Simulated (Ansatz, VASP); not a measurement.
Two plane-wave programs on Hf

```xyz
1
Lattice="2.8240 0.0000 0.0000 0.0000 2.8240 0.0000 0.0000 0.0000 2.8240" Properties=species:S:1:pos:R:3 pbc="T T T"
Hf    0.0000    0.0000    0.0000
```

Alike in both runs: task single point; functional LDA; k mesh 11 × 11 × 11; occupations fermi-dirac, width 0.1 eV; non-collinear spin, spin-orbit coupling.

|  | VASP | Ansatz |
| --- | --- | --- |
| version | VASP 6.6.1 | Ansatz 0.2.0 |
| potentials or method | VASP PAW LDA potentials, release 64 (Hf_pv), cutoff 520 eV | plane waves (420 eV) with PAW, fully relativistic with spin-orbit coupling |
| valence electrons in the cell | 10 | 26 |

```tsv
	VASP	Ansatz	Ansatz less VASP
net moment per atom (μB)	0.00	0.00	0.000
```

Ansatz warns that its potentials were made for another functional, while VASP's fit it. LDA's correlation is that of Perdew and Zunger in VASP and of Perdew and Wang (1992) in Ansatz. VASP's potentials hold 10 valence electrons a cell and Ansatz's 26, so a difference there can come from the potentials and not from the codes.
